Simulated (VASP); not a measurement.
# SiGeTe2S2 (I4/mmm) in VASP: a series of runs, part 2 of 2

VASP 6.6.1. The steps go on from the part before.

## 4. Relaxation of cell and atoms, PBE

INCAR reads:

```
SYSTEM = SiGeTe2S2
PREC = Accurate
ENCUT = 600
EDIFF = 1E-6
ISMEAR = 0
SIGMA = 0.1
LREAL = .FALSE.
LASPH = .TRUE.
NELM = 100
ALGO = Normal
ISIF = 3
LWAVE = .FALSE.
LCHARG = .FALSE.
GGA = PE
IBRION = 2
NSW = 90
EDIFFG = -0.04
```

KPOINTS reads:

```
regular mesh
0
G
  6 6 6
  0 0 0
```

POSCAR reads:

```
SiGeTe2S2
1.0
   -2.4552753054      2.4552753054      5.7267565700
    2.4552753054     -2.4552753054      5.7267565700
    2.4552753054      2.4552753054     -5.7267565700
Si Ge Te S
1 1 2 2
Direct
    0.5000000000      0.5000000000      0.0000000000
    0.0000000000      0.0000000000      0.0000000000
    0.7442446455      0.7442446455      0.0000000000
    0.2557553545      0.2557553545      0.0000000000
    0.5000000000      0.0000000000      0.5000000000
    0.0000000000      0.5000000000      0.5000000000
```

Run with:

```sh
> cat potpaw_PBE.64/Si/POTCAR potpaw_PBE.64/Ge_d/POTCAR potpaw_PBE.64/Te/POTCAR potpaw_PBE.64/S/POTCAR > POTCAR
> mpirun -np 1 vasp_std > vasp.out
```

Run time: 6.4 min. Hardware: 1 thread of Intel Xeon Platinum 8488C (Sapphire Rapids), shared host; peak memory 0.5 GiB.

Results (log left out):

```
Free energy                            : -24.1922 eV
Relaxed volume                         : 23.05 Å³/atom
Relaxed cell                           : a = 6.782 Å, b = 6.782 Å, c = 6.782 Å, α = 137.97°, β = 137.97°, γ = 60.94°
Space group after relaxing (to 0.05 Å) : I4/mmm (No. 139)
Energy gained by relaxing              : 3.9 meV/atom
Ionic steps                            : 4
Pressure after relaxing                : 0.0 GPa
Largest force after relaxing           : 0.004 eV/Å
Band gap on the k mesh                 : zero (band 21 reaches 7.28 eV, above the bottom of band 22 at 5.77 eV)
```

Forces in eV/Å, atoms in the order of the input:
```
Si   0.000  0.000  0.000
Ge   0.000  0.000  0.000
Te   0.000  0.000  0.004
Te   0.000  0.000 -0.004
S    0.000  0.000  0.000
S    0.000  0.000  0.000
```

The path:
```
step  energy change (eV)  largest force (eV/Å)  pressure (GPa)  volume (Å³)
   1              0.0000                0.0426           -0.29       138.09
   2             -0.0194                0.0085            0.27       137.24
   3             -0.0209                0.0036            0.50       136.92
   4             -0.0235                0.0038           -0.02       138.30
```

Final structure:
```
Si Ge Te S
1.0
    -2.43202    2.43202    5.84560
     2.43202   -2.43202    5.84560
     2.43202    2.43202   -5.84560
Si Ge Te S
1 1 2 2
Direct
  0.50000 0.50000 0.00000
  0.00000 0.00000 0.00000
  0.74399 0.74399 0.00000
  0.25601 0.25601 0.00000
  0.50000 0.00000 0.50000
  0.00000 0.50000 0.50000
```

Levels at points of the mesh, in eV from the Fermi level:
```csv
k point,band 19,band 20,band 21,band 22,band 23,band 24
"(0.00, 0.00, 0.00)",-2.14,-0.28,0.58,1.37,1.37,1.78
"(0.50, 0.00, 0.00)",-1.34,-1.32,-1.22,0.09,0.22,2.75
"(0.50, 0.50, 0.00)",-1.44,0.32,0.82,1.33,1.53,1.66
"(0.50, 0.50, 0.50)",-2.63,-1.98,-0.91,1.07,1.07,2.63
```

Caveat: spin-orbit coupling is left out, which moves the levels of the heavy elements.

## 5. Single point, PBE

This run uses another cell than the first one, of 23.18 Å³/atom, 1.006 times its volume.

INCAR reads:

```
ALGO = Normal
EDIFF = 1E-6
ENCUT = 520
GGA = PE
ISIF = 2
ISMEAR = 0
LASPH = True
LCHARG = True
LELF = True
LREAL = False
LVHAR = True
LWAVE = False
NBANDS = 30
NELM = 100
PREC = Accurate
SIGMA = 0.1
```

KPOINTS reads:

```
k-points
0
Gamma
  12 12 12
```

POSCAR reads:

```
SiGeTe2S2
1.0
   -2.4292750065      2.4292750065      5.8907410799
    2.4292750065     -2.4292750065      5.8907410799
    2.4292750065      2.4292750065     -5.8907410799
Si Ge Te S
1 1 2 2
Direct
    0.5000000000      0.5000000000      0.0000000000
    0.0000000000      0.0000000000      0.0000000000
    0.7443465846      0.7443465846      0.0000000000
    0.2556534154      0.2556534154      0.0000000000
    0.5000000000      0.0000000000      0.5000000000
    0.0000000000      0.5000000000      0.5000000000
```

Potentials or basis: VASP PAW PBE potentials, release 64 (Si, Ge_d, Te, S).

Run with:

```sh
> cat potpaw_PBE.64/Si/POTCAR potpaw_PBE.64/Ge_d/POTCAR potpaw_PBE.64/Te/POTCAR potpaw_PBE.64/S/POTCAR > POTCAR
> mpirun -np 1 vasp_std > vasp.out
```

OUTCAR:

```text
EDIFF = 1E-6
   ENCUT = 520
   GGA = PE
   ISIF = 2
   ISMEAR = 0
   LASPH = True
   LREAL = False
   NELM = 100
   PREC = Accurate

 ion  position               nearest neighbor table
   1  0.500  0.500  0.000-   5 2.43   6 2.43   5 2.43   6 2.43   3 2.88   4 2.88
   2  0.000  0.000  0.000-   5 2.43   6 2.43   6 2.43   5 2.43   3 3.01   4 3.01
   3  0.744  0.744  0.000-   1 2.88   2 3.01   4 3.44   4 3.44   4 3.44   4 3.44
   4  0.256  0.256  0.000-   1 2.88   2 3.01   3 3.44   3 3.44   3 3.44   3 3.44
   5  0.500  0.000  0.500-   1 2.43   2 2.43   1 2.43   2 2.43
   6  0.000  0.500  0.500-   1 2.43   2 2.43   2 2.43   1 2.43

  LATTYP: Found a body centered tetragonal cell.
 ALAT       =     4.8585500130
 C/A-ratio  =     2.4248967548

  Lattice vectors:

 A1 = (  -2.4292750065,   2.4292750065,   5.8907410799)
 A2 = (   2.4292750065,  -2.4292750065,   5.8907410799)
 A3 = (   2.4292750065,   2.4292750065,  -5.8907410799)

Analysis of symmetry for initial positions (statically):
=====================================================================
 Subroutine PRICEL returns:
 Original cell was already a primitive cell.

 Routine SETGRP: Setting up the symmetry group for a
 body centered tetragonal supercell.

 Subroutine GETGRP returns: Found 16 space group operations
 (whereof 16 operations were pure point group operations)
 out of a pool of 16 trial point group operations.

The static configuration has the point symmetry D_4h.

Analysis of symmetry for dynamics (positions and initial velocities):
=====================================================================
 Subroutine PRICEL returns:
 Original cell was already a primitive cell.

 Routine SETGRP: Setting up the symmetry group for a
 body centered tetragonal supercell.

 Subroutine GETGRP returns: Found 16 space group operations
 (whereof 16 operations were pure point group operations)
[... 126 lines left out ...]
   EFERMI_NEDOS =   21; number of points for ismear=-14 and -15
   IALGO  =     38    algorithm
   IMIX   =      4    mixing-type and parameters
     AMIX     =   0.40;   BMIX     =  1.00
     AMIX_MAG =   1.60;   BMIX_MAG =  1.00
  volume/ion in A,a.u.               =      23.18       156.40
  Fermi-wavevector in a.u.,A,eV,Ry     =   1.098408  2.075689 16.415417  1.206499
  Thomas-Fermi vector in A             =   2.234784
   LORBIT       =      0    0 simple, 1 ext, 2 COOP (PROOUT), +10 PAW based schemes
   GGA     = PE    functional components
   LHFCALC =     F    Hartree Fock is set to
   AEXX    =    0.0000 exact exchange contribution
   IVDW    =     0    specifies the selected vdW correction
   LEPSILON=     F    determine dielectric tensor
   LRPA    =     F    only Hartree local field effects (RPA)
 non-spin polarized calculation
 Gauss-broadening in eV      SIGMA  =   0.10
  energy-cutoff  :      520.00
  volume of cell :      139.05
 maximum number of plane-waves:      3763
 NGX is ok and might be reduce to    54
   NGX = 25   NGY = 25   NGZ = 25

 number of electron      42.0000001 magnetization

 Free energy of the ion-electron system (eV)
  ---------------------------------------------------
  ext. energy  EPLUGINS =         0.00000000
  ---------------------------------------------------
  free energy    TOTEN  =       -24.20738775 eV

  energy without entropy =      -24.19191488  energy(sigma->0) =      -24.19965132

 E-fermi :   6.2432     XC(G=0):  -9.8593

 val. band max:        6.2404934098   @ k =  -0.3333  -0.3333   0.0833
 cond. band min:       6.2444098030   @ k =  -0.4167   0.2500   0.0833
 fundamental gap:      0.0039163932
 Fermi energy:         6.2431538254

 k-point     1 :       0.0000    0.0000    0.0000
  band No.  band energies     occupation
      1     -18.7586      2.00000
      2     -18.7351      2.00000
      3     -18.7146      2.00000
      4     -18.7096      2.00000
      5     -18.7096      2.00000
      6      -9.0233      2.00000
[... 781 lines left out ...]
     29      11.9003      0.00000
     30      12.6466      0.00000

 [... further k-points ...]
[... 5 lines left out ...]
  --------------------------------------------------------------------------------------
  -------------------------------------------------------------------------------------
  Total       -0.0956437     -0.0956437     -0.0483404      0.0000000      0.0000000     -0.0000000
  in kB       -1.1020055     -1.1020055     -0.5569771      0.0000000      0.0000000     -0.0000000
  external PRESSURE =      -0.9203294 kB  Pullay stress =       0.0000000 kB

 VOLUME and BASIS-vectors are now :
 -----------------------------------------------------------------------------
  energy-cutoff  :      520.00
  volume of cell :      139.05
      direct lattice vectors                 reciprocal lattice vectors
    -2.429275007  2.429275007  5.890741080     0.000000000  0.205822724  0.084878964
     2.429275007 -2.429275007  5.890741080     0.205822724  0.000000000  0.084878964
     2.429275007  2.429275007 -5.890741080     0.205822724  0.205822724  0.000000000

 POSITION                                       TOTAL-FORCE (eV/Angst)
 -----------------------------------------------------------------------------------
      0.00000      0.00000      5.89074        -0.000000     -0.000000     -0.000000
      0.00000      0.00000      0.00000        -0.000000     -0.000000     -0.000000
      0.00000      0.00000      8.76951         0.000000      0.000000      0.005976
      0.00000      0.00000      3.01198        -0.000000     -0.000000     -0.005976
      0.00000      2.42928      0.00000        -0.000000     -0.000000     -0.000000
      2.42928      0.00000      0.00000        -0.000000     -0.000000     -0.000000
 -----------------------------------------------------------------------------------
    total drift:                                0.000000     -0.000000     -0.000000

  FREE ENERGIE OF THE ION-ELECTRON SYSTEM (eV)
  ---------------------------------------------------
  free  energy   TOTEN  =       -24.2073877511 eV

  energy  without entropy=      -24.1919148847  energy(sigma->0) =      -24.19965132
```

Wall time 18 min (1 thread of Intel Xeon Platinum 8488C (Sapphire Rapids), shared host); peak memory 0.89 GiB.

Results:

```
Free energy            : -24.2074 eV
Pressure               : -0.1 GPa
Largest force          : 0.006 eV/Å
Band gap on the k mesh : zero (band 21 reaches 7.27 eV, above the bottom of band 22 at 5.39 eV)
```

Forces in eV/Å, atoms in the order of the input:
```
Si   0.000  0.000  0.000
Ge   0.000  0.000  0.000
Te   0.000  0.000  0.006
Te   0.000  0.000 -0.006
S    0.000  0.000  0.000
S    0.000  0.000  0.000
```

Levels at points of the mesh, in eV from the Fermi level:
```csv
k point,band 19,band 20,band 21,band 22,band 23,band 24
"(0.00, 0.00, 0.00)",-2.17,-0.34,0.50,1.34,1.34,1.71
"(0.50, 0.00, 0.00)",-1.38,-1.35,-1.25,0.02,0.15,2.70
"(0.50, 0.50, 0.00)",-1.53,0.23,0.83,1.31,1.51,1.64
"(0.50, 0.50, 0.50)",-2.69,-2.02,-1.02,1.07,1.07,2.63
```

Caveat: spin-orbit coupling is left out, which moves the levels of the heavy elements.

## 6. The runs side by side

| task | cell | k mesh | cutoff (eV) | gap on the mesh (eV) | pressure (GPa) | relaxed volume (Å³/atom) | largest force (eV/Å) |
| --- | --- | --- | --- | --- | --- | --- | --- |
| single point | a = 6.784 Å, angles 138.0, 138.0, 60.9°, 6 atoms | 6 × 6 × 6 | 520 | none | 0.0 | - | 0.01 |
| relaxation of cell and atoms | relaxed from a = 6.297 Å, angles 122.6, 122.6, 85.5°, 6 atoms | 4 × 4 × 4 | 600 | none | 0.0 | 22.99 | 0.01 |
| relaxation of cell and atoms | relaxed from a = 6.697 Å, angles 137.0, 137.0, 62.5°, 6 atoms | 6 × 6 × 6 | 600 | none | 0.0 | 23.05 | - |
| single point | a = 6.819 Å, angles 138.3, 138.3, 60.5°, 6 atoms | 12 × 12 × 12 | 520 | none | -0.1 | - | 0.01 |

Alike in all rows: level PBE; potentials or basis VASP PAW PBE potentials, release 64 (Si, Ge_d, Te, S); no spin polarisation; smearing gaussian 0.1 eV.

Caveats: some runs use coarse meshes; spin-orbit coupling is left out, which moves the levels of the heavy elements; the volume moved by over 15 % at a fixed basis, so the end points are rough (some runs).

Absolute energies hang on the potentials; compare differences alone.
